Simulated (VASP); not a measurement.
# CdSe (P6_3/mmc) in VASP: settings compared

The runs below take CdSe through single point, with PBE, r2SCAN.

Program: VASP 6.6.1. These are calculated values, not measurements. Logs are shortened: lines on timing, memory, paths and dates and some standing lists are left out, and cuts for length are marked.

### 1 The cell of the first run

It takes space group P6_3/mmc (No. 194, hexagonal). Conventional cell: a = 4.602 Å, b = 4.602 Å, c = 6.002 Å, α = 90.00°, β = 90.00°, γ = 120.00°. Cd (site symmetry -6m2) has 5 Se at 2.66 to 3.00 Å within 3.5 Å. Within 3.5 Å of Se (site symmetry -6m2) lie 5 Cd at 2.66 to 3.00 Å.

### 2 Single point, PBE

INCAR reads:

```
SYSTEM = CdSe
PREC = Accurate
ENCUT = 520
EDIFF = 1E-7
ISMEAR = 0
SIGMA = 0.01
LREAL = .False.
LASPH = .True.
NELM = 80
ALGO = Normal
ISIF = 2
LWAVE = .False.
LCHARG = .False.
GGA = PE
NBANDS = 26
```

KPOINTS reads:

```
Automatic mesh
0
Gamma
  6 6 4
  0 0 0
```

POSCAR reads:

```
CdSe
1.0
    4.6022437331      0.0000000000      0.0000000000
   -2.3011218665      3.9856599873      0.0000000000
    0.0000000000      0.0000000000      6.0016225191
Cd Se
2 2
Direct
    0.3333333333      0.6666666667      0.2500000000
    0.6666666667      0.3333333333      0.7500000000
    0.6666666667      0.3333333333      0.2500000000
    0.3333333333      0.6666666667      0.7500000000
```

Potentials or basis: VASP PAW PBE potentials, release 64 (Cd, Se).

Launch:

```console
> cat potpaw_PBE.64/Cd/POTCAR potpaw_PBE.64/Se/POTCAR > POTCAR
> mpirun -np 1 vasp_std > vasp.out
```

OUTCAR:

```text
SYSTEM = CdSe
   PREC = Accurate
   ENCUT = 520
   EDIFF = 1E-7
   ISMEAR = 0
   LREAL = .False.
   LASPH = .True.
   NELM = 80
   ISIF = 2
   GGA = PE

 ion  position               nearest neighbor table
   1  0.333  0.667  0.250-   3 2.66   3 2.66   3 2.66   4 3.00   4 3.00
   2  0.667  0.333  0.750-   4 2.66   4 2.66   4 2.66   3 3.00   3 3.00
   3  0.667  0.333  0.250-   1 2.66   1 2.66   1 2.66   2 3.00   2 3.00
   4  0.333  0.667  0.750-   2 2.66   2 2.66   2 2.66   1 3.00   1 3.00

  LATTYP: Found a hexagonal cell.
 ALAT       =     4.6022437331
 C/A-ratio  =     1.3040644666

  Lattice vectors:

 A1 = (   4.6022437331,   0.0000000000,   0.0000000000)
 A2 = (  -2.3011218665,   3.9856599873,   0.0000000000)
 A3 = (   0.0000000000,   0.0000000000,   6.0016225191)

Analysis of symmetry for initial positions (statically):
=====================================================================
 Subroutine PRICEL returns:
 Original cell was already a primitive cell.

 Routine SETGRP: Setting up the symmetry group for a
 hexagonal supercell.

 Subroutine GETGRP returns: Found 24 space group operations
 (whereof 12 operations were pure point group operations)
 out of a pool of 24 trial point group operations.

The static configuration has the point symmetry D_3d.
 The point group associated with its full space group is D_6h.

Analysis of symmetry for dynamics (positions and initial velocities):
=====================================================================
 Subroutine PRICEL returns:
 Original cell was already a primitive cell.

 Routine SETGRP: Setting up the symmetry group for a
 hexagonal supercell.

 Subroutine GETGRP returns: Found 24 space group operations
 (whereof 12 operations were pure point group operations)
 out of a pool of 24 trial point group operations.

The dynamic configuration has the point symmetry D_3d.
 The point group associated with its full space group is D_6h.

 Subroutine INISYM returns: Found 24 space group operations
 (whereof 12 operations are pure point group operations),
 and found     1 'primitive' translations

----------------------------------------------------------------------------------------

                                     Primitive cell

  volume of cell :     110.0876

  direct lattice vectors                    reciprocal lattice vectors
     4.602243733  0.000000000  0.000000000     0.217285320  0.125449738  0.000000000
    -2.301121866  3.985659987  0.000000000     0.000000000  0.250899475  0.000000000
     0.000000000  0.000000000  6.001622519     0.000000000  0.000000000  0.166621609

  length of vectors
     4.602243733  4.602243733  6.001622519     0.250899475  0.250899475  0.166621609

  position of ions in fractional coordinates (direct lattice)
     0.333333333  0.666666667  0.250000000
     0.666666667  0.333333333  0.750000000
     0.666666667  0.333333333  0.250000000
     0.333333333  0.666666667  0.750000000

  ion indices of the primitive-cell ions
   primitive index   ion index
                 1           1
                 2           2
                 3           3
                 4           4

----------------------------------------------------------------------------------------

 KPOINTS: Automatic mesh

Automatic generation of k-mesh.
 Grid dimensions read from file:
 generate k-points for:    6    6    4

 Generating k-lattice:

  Cartesian coordinates                     Fractional coordinates (reciprocal lattice)
     0.036214220  0.020908290  0.000000000     0.166666667  0.000000000  0.000000000
     0.000000000  0.041816579  0.000000000     0.000000000  0.166666667  0.000000000
     0.000000000  0.000000000  0.041655402     0.000000000  0.000000000  0.250000000

  Length of vectors
     0.041816579  0.041816579  0.041655402

  Shift w.r.t. Gamma in fractional coordinates (k-lattice)
     0.000000000  0.000000000  0.000000000

 Subroutine IBZKPT returns following result:
 ===========================================

 Found     21 irreducible k-points:

 Following reciprocal coordinates:
            Coordinates               Weight
  0.000000  0.000000  0.000000      1.000000
  0.166667  0.000000  0.000000      6.000000
  0.333333 -0.000000  0.000000      6.000000
  0.500000 -0.000000  0.000000      3.000000
  0.166667  0.166667  0.000000      6.000000
  0.333333  0.166667  0.000000     12.000000
[... 13 lines left out ...]
  0.333333  0.166667  0.500000     12.000000
  0.333333  0.333333  0.500000      2.000000
   k-points           NKPTS =     21   k-points in BZ     NKDIM =     21   number of bands    NBANDS=     26
   number of dos      NEDOS =    301   number of ions     NIONS =      4
   total plane-waves  NPLWV =  62208
   dimension x,y,z NGX =    36 NGY =   36 NGZ =   48
   dimension x,y,z NGXF=    72 NGYF=   72 NGZF=   96
   ions per type =               2   2
   NGX,Y,Z   is equivalent  to a cutoff of  13.00, 13.00, 13.30 a.u.
   NGXF,Y,Z  is equivalent  to a cutoff of  26.01, 26.01, 26.59 a.u.
 SYSTEM =  CdSe
   PREC   = accura    normal or accurate (medium, high low for compatibility)
   ISTART =      0    job   : 0-new  1-cont  2-samecut
   ICHARG =      2    charge: 1-file 2-atom 10-const
   ISPIN  =      1    spin polarized calculation?
   LNONCOLLINEAR =      F non collinear calculations
   LSORBIT =      F    spin-orbit coupling
   LASPH  =      T    aspherical Exc in radial PAW
   ENCUT  =  520.0 eV  38.22 Ry    6.18 a.u.   8.56  8.56 11.16*2*pi/ulx,y,z
   NELM   =     80;   NELMIN=  2; NELMDL= -5     # of ELM steps
   EDIFF  = 0.1E-06   stopping-criterion for ELM
   LREAL  =      F    real-space projection
   EDIFFG = 0.1E-05   stopping-criterion for IOM
   NSW    =      0    number of steps for IOM
   IBRION =     -1    ionic relax: 0-MD 1-quasi-New 2-CG
   NFREE  =      0    steps in history (QN), initial steepest desc. (CG)
   ISIF   =      2    stress and relaxation
   ISYM   =      2    0-nonsym 1-usesym 2-fastsym
   POTIM  = 0.5000    time-step for ionic-motion
   TEBEG  =    0.0;   TEEND  =   0.0 temperature during run
   PSTRESS=    0.0 pullay stress
   NELECT =      36.0000    total number of electrons
   NUPDOWN=      -1.0000    fix difference up-down
   EMIN   =  10.00;   EMAX   =-10.00  energy-range for DOS
   EFERMI =   0.00;   METHOD = LEGACY
   ISMEAR =     0;   SIGMA  =   0.01  broadening in eV -4-tet -1-fermi 0-gaus
   EFERMI_NEDOS =   21; number of points for ismear=-14 and -15
   IALGO  =     38    algorithm
   IMIX   =      4    mixing-type and parameters
     AMIX     =   0.40;   BMIX     =  1.00
     AMIX_MAG =   1.60;   BMIX_MAG =  1.00
  volume/ion in A,a.u.               =      27.52       185.73
  Fermi-wavevector in a.u.,A,eV,Ry     =   1.127880  2.131384 17.308146  1.272113
  Thomas-Fermi vector in A             =   2.264568
   LORBIT       =      0    0 simple, 1 ext, 2 COOP (PROOUT), +10 PAW based schemes
   GGA     = PE    functional components
   LHFCALC =     F    Hartree Fock is set to
   AEXX    =    0.0000 exact exchange contribution
   IVDW    =     0    specifies the selected vdW correction
   LEPSILON=     F    determine dielectric tensor
   LRPA    =     F    only Hartree local field effects (RPA)
 non-spin polarized calculation
 Gauss-broadening in eV      SIGMA  =   0.01
  energy-cutoff  :      520.00
  volume of cell :      110.09
 maximum number of plane-waves:      2986
 NGX is ok and might be reduce to    36
   NGX = 17   NGY = 17   NGZ = 23

 number of electron      36.0000009 magnetization

 Free energy of the ion-electron system (eV)
  ---------------------------------------------------
  ext. energy  EPLUGINS =         0.00000000
  ---------------------------------------------------
  free energy    TOTEN  =       -10.55247359 eV

  energy without entropy =      -10.55247359  energy(sigma->0) =      -10.55247359

 E-fermi :   1.3191     XC(G=0):  -9.0097

 val. band max:        1.2170845467   @ k =   0.3333   0.3333   0.5000
 cond. band min:       1.4453318549   @ k =   0.0000   0.0000   0.0000
 fundamental gap:      0.2282473082
 Fermi energy:         1.3191428223

 k-point     1 :       0.0000    0.0000    0.0000
  band No.  band energies     occupation
      1     -11.4558      2.00000
      2     -10.8297      2.00000
      3      -6.8754      2.00000
      4      -6.8754      2.00000
      5      -6.8656      2.00000
      6      -6.8656      2.00000
[... 18 lines left out ...]
     25       9.2916      0.00000
     26       9.9631      0.00000

 k-point     2 :       0.1667    0.0000    0.0000
  band No.  band energies     occupation
      1     -11.3718      2.00000
      2     -10.8144      2.00000
      3      -6.8378      2.00000
      4      -6.8369      2.00000
      5      -6.8218      2.00000
      6      -6.8200      2.00000
[... 18 lines left out ...]
     25       8.5771      0.00000
     26       9.4780      0.00000

 k-point     3 :       0.3333   -0.0000    0.0000
  band No.  band energies     occupation
      1     -11.1772      2.00000
      2     -10.8068      2.00000
      3      -6.7591      2.00000
      4      -6.7334      2.00000
      5      -6.7242      2.00000
      6      -6.6760      2.00000
[... 18 lines left out ...]
     25       8.9476      0.00000
     26       9.3394      0.00000

 k-point     4 :       0.5000   -0.0000    0.0000
  band No.  band energies     occupation
      1     -11.0468      2.00000
      2     -10.8346      2.00000
      3      -6.7181      2.00000
      4      -6.6732      2.00000
      5      -6.6526      2.00000
      6      -6.6439      2.00000
[... 18 lines left out ...]
     25       9.5172      0.00000
     26      10.3312      0.00000
[... 409 lines left out ...]
      1     -10.9629      2.00000
      2     -10.9629      2.00000
      3      -6.8049      2.00000
      4      -6.8049      2.00000
      5      -6.7687      2.00000
      6      -6.7687      2.00000
[... 18 lines left out ...]
     25       8.3187      0.00000
     26       8.3187      0.00000

 k-point    20 :       0.3333    0.1667    0.5000
  band No.  band energies     occupation
      1     -10.8775      2.00000
      2     -10.8775      2.00000
      3      -6.7620      2.00000
      4      -6.7620      2.00000
      5      -6.7160      2.00000
      6      -6.7160      2.00000
[... 18 lines left out ...]
     25       9.0237      0.00000
     26       9.0237      0.00000

 k-point    21 :       0.3333    0.3333    0.5000
  band No.  band energies     occupation
      1     -10.8492      2.00000
      2     -10.8492      2.00000
      3      -6.7676      2.00000
      4      -6.7676      2.00000
      5      -6.6838      2.00000
      6      -6.6838      2.00000
[... 18 lines left out ...]
     25       8.1025      0.00000
     26       8.1025      0.00000

------------------------ aborting loop because EDIFF is reached ----------------------------------------

  FORCE on cell =-STRESS in cart. coord.  units (eV):
  Direction    XX          YY          ZZ          XY          YZ          ZX
  --------------------------------------------------------------------------------------
  -------------------------------------------------------------------------------------
  Total        1.2937152      1.2937152      1.0437360      0.0000000      0.0000000      0.0000000
  in kB       18.8282836     18.8282836     15.1901732      0.0000000      0.0000000      0.0000000
  external PRESSURE =      17.6155801 kB  Pullay stress =       0.0000000 kB

 VOLUME and BASIS-vectors are now :
 -----------------------------------------------------------------------------
  energy-cutoff  :      520.00
  volume of cell :      110.09
      direct lattice vectors                 reciprocal lattice vectors
     4.602243733  0.000000000  0.000000000     0.217285320  0.125449738  0.000000000
    -2.301121866  3.985659987  0.000000000     0.000000000  0.250899475  0.000000000
     0.000000000  0.000000000  6.001622519     0.000000000  0.000000000  0.166621609

 POSITION                                       TOTAL-FORCE (eV/Angst)
 -----------------------------------------------------------------------------------
     -0.00000      2.65711      1.50041         0.000000      0.000000      0.000000
      2.30112      1.32855      4.50122        -0.000000      0.000000      0.000000
      2.30112      1.32855      1.50041         0.000000     -0.000000      0.000000
     -0.00000      2.65711      4.50122        -0.000000      0.000000      0.000000
 -----------------------------------------------------------------------------------
    total drift:                               -0.000000      0.000000     -0.000000

  FREE ENERGIE OF THE ION-ELECTRON SYSTEM (eV)
  ---------------------------------------------------
  free  energy   TOTEN  =       -10.5524735930 eV

  energy  without entropy=      -10.5524735930  energy(sigma->0) =      -10.55247359
```

It took 59 s on 1 thread of Intel Xeon Platinum 8259CL at 2.50GHz (Skylake/Cascade Lake), shared host; peak memory 0.26 GiB.

What came out:

```
Free energy            : -10.5525 eV
Pressure               : 1.8 GPa
Band gap on the k mesh : 0.23 eV, indirect (least direct gap 0.43 eV)
```

Levels at points of the mesh, in eV from the valence-band top:
| k point | band 16 | band 17 | band 18 | band 19 | band 20 | band 21 |
| --- | --- | --- | --- | --- | --- | --- |
| (0.00, 0.00, 0.00) | -0.34 | -0.34 | -0.20 | 0.23 | 0.40 | 5.03 |
| (0.50, 0.00, 0.00) | -2.44 | -1.33 | -1.11 | 1.88 | 3.19 | 5.82 |
| (0.00, 0.00, 0.50) | -0.84 | -0.84 | -0.84 | 2.27 | 2.27 | 5.24 |
| (0.50, 0.00, 0.50) | -1.83 | -0.42 | -0.42 | 3.24 | 3.24 | 4.50 |

### 3 Single point, PBE

INCAR reads:

```
  PREC = Accurate
  ENCUT = 520
  EDIFF = 1E-6
  ISMEAR = 0
  SIGMA = 0.01
  LREAL = False
  LASPH = True
  NELM = 80
  ALGO = Normal
  ISIF = 2
  LWAVE = False
  LCHARG = False
  GGA = PE
  NBANDS = 26
```

KPOINTS reads:

```
regular mesh
0
Gamma
  6 6 4
```

POSCAR is that of step 2.

Potentials or basis: VASP PAW PBE potentials, release 64 (Cd, Se).

Launch:

```console
> cat potpaw_PBE.64/Cd/POTCAR potpaw_PBE.64/Se/POTCAR > POTCAR
> mpirun -np 1 vasp_std > vasp.out
```

Run time: 53 s. Hardware: 1 thread of Intel Xeon Platinum 8259CL at 2.50GHz (Skylake/Cascade Lake), shared host; peak memory 0.26 GiB.

Results (log left out):

| Quantity | Value |
| --- | --- |
| Free energy | -10.5525 eV |
| Pressure | 1.8 GPa |
| Band gap on the k mesh | 0.23 eV, indirect (least direct gap 0.43 eV) |

Stress tensor (GPa, compression positive):
```
1.88 0.00 0.00
0.00 1.88 0.00
0.00 0.00 1.51
```

Levels at points of the mesh, in eV from the valence-band top:
```csv
k point,band 15,band 16,band 17,band 18,band 19,band 20,band 21,band 22
"(0.00, 0.00, 0.00)",-1.36,-0.34,-0.34,-0.20,0.23,0.40,5.03,5.03
"(0.50, 0.00, 0.00)",-2.50,-2.44,-1.33,-1.11,1.88,3.19,5.82,6.67
"(0.00, 0.00, 0.50)",-0.84,-0.84,-0.84,-0.84,2.27,2.27,5.24,5.24
"(0.50, 0.00, 0.50)",-1.83,-1.83,-0.42,-0.42,3.24,3.24,4.50,4.50
```

A k mesh can miss the band edges.

### 4 Single point, r2SCAN

POSCAR is that of step 3.

INCAR.step1 reads:

```
PREC = Accurate ; ENCUT = 520
ISMEAR = 0 ; SIGMA = 0.01
LREAL = False ; LASPH = True
NELM = 100 ; NBANDS = 26
GGA = PE ; ALGO = Normal
EDIFF = 1E-4 ; LWAVE = True
LCHARG = False
```

INCAR.step2 reads:

```
PREC = Accurate ; ENCUT = 520
EDIFF = 1E-6 ; ISMEAR = 0
SIGMA = 0.01 ; LREAL = False
LASPH = True ; NELM = 100
ALGO = Normal ; ISIF = 2
LWAVE = False ; LCHARG = False
METAGGA = R2SCAN ; LMIXTAU = True
NBANDS = 26 ; ISTART = 1
```

KPOINTS reads:

```
Automatic mesh
0
Gamma
  6 6 4
```

Launch:

```console
> cat potpaw_PBE.64/Cd/POTCAR potpaw_PBE.64/Se/POTCAR > POTCAR
> cp INCAR.step1 INCAR
> mpirun -np 1 vasp_std > vasp.out
> cp INCAR.step2 INCAR
> mpirun -np 1 vasp_std > vasp.out
```

Run time: 3.4 min. Hardware: 1 thread of Intel Xeon Platinum 8259CL at 2.50GHz (Skylake/Cascade Lake), shared host; peak memory 0.27 GiB.

Results (log left out):

- Free energy: -71.4394 eV
- Pressure: 0.3 GPa
- Band gap on the k mesh: 0.70 eV, indirect (least direct gap 0.90 eV)

Levels at points of the mesh, in eV from the valence-band top:
| k point | band 16 | band 17 | band 18 | band 19 | band 20 | band 21 |
| --- | --- | --- | --- | --- | --- | --- |
| (0.00, 0.00, 0.00) | -0.34 | -0.34 | -0.20 | 0.70 | 0.93 | 5.52 |
| (0.50, 0.00, 0.00) | -2.45 | -1.33 | -1.11 | 2.26 | 3.68 | 6.15 |
| (0.00, 0.00, 0.50) | -0.83 | -0.83 | -0.83 | 2.69 | 2.69 | 5.73 |
| (0.50, 0.00, 0.50) | -1.84 | -0.41 | -0.41 | 3.64 | 3.64 | 5.06 |

Caveat: the PAW data sets were made with another functional, which shifts forces and pressure a little.

### 5 Single point, r2SCAN

POSCAR is that of step 4.

INCAR.step1 reads:

```
SYSTEM = CdSe
ALGO = Normal ; EDIFF = 1E-4
ENCUT = 520 ; GGA = PE
ISMEAR = 0 ; LASPH = .TRUE.
LCHARG = .FALSE. ; LREAL = .FALSE.
LWAVE = .TRUE. ; NBANDS = 26
NELM = 60 ; PREC = Accurate
SIGMA = 0.01
```

INCAR.step2 reads:

```
SYSTEM = CdSe
ALGO = Normal ; EDIFF = 1E-7
ENCUT = 520 ; ISIF = 2
ISMEAR = 0 ; ISTART = 1
LASPH = .TRUE. ; LCHARG = .TRUE.
LELF = .TRUE. ; LMIXTAU = .TRUE.
LREAL = .FALSE. ; LVHAR = .TRUE.
LWAVE = .FALSE. ; METAGGA = R2SCAN
NBANDS = 26 ; NELM = 60
PREC = Accurate ; SIGMA = 0.01
```

KPOINTS reads:

```
k-points
0
G
  6 6 4
  0 0 0
```

Launch:

```console
> cat potpaw_PBE.64/Cd/POTCAR potpaw_PBE.64/Se/POTCAR > POTCAR
> cp INCAR.step1 INCAR
> mpirun -np 1 vasp_std > vasp.out
> cp INCAR.step2 INCAR
> mpirun -np 1 vasp_std > vasp.out
```

Run time: 4.3 min. Hardware: 1 thread of Intel Xeon Platinum 8259CL at 2.50GHz (Skylake/Cascade Lake), shared host; peak memory 0.27 GiB.

Results (log left out):

| Item | Value |
| --- | --- |
| Free energy | -71.4394 eV |
| Pressure | 0.3 GPa |
| Band gap on the k mesh | 0.70 eV, indirect (least direct gap 0.90 eV) |

Levels at points of the mesh, in eV from the valence-band top:
```csv
k point,band 14,band 15,band 16,band 17,band 18,band 19,band 20,band 21,band 22,band 23
"(0.00, 0.00, 0.00)",-1.36,-1.36,-0.34,-0.34,-0.20,0.70,0.93,5.52,5.52,7.11
"(0.50, 0.00, 0.00)",-3.47,-2.52,-2.45,-1.33,-1.11,2.26,3.68,6.15,7.08,8.03
"(0.00, 0.00, 0.50)",-2.31,-0.83,-0.83,-0.83,-0.83,2.69,2.69,5.73,5.73,5.73
"(0.50, 0.00, 0.50)",-4.48,-1.84,-1.84,-0.41,-0.41,3.64,3.64,5.06,5.06,7.79
```

Caveat: the PAW data sets were made with another functional, which shifts forces and pressure a little. A k mesh can miss the band edges.
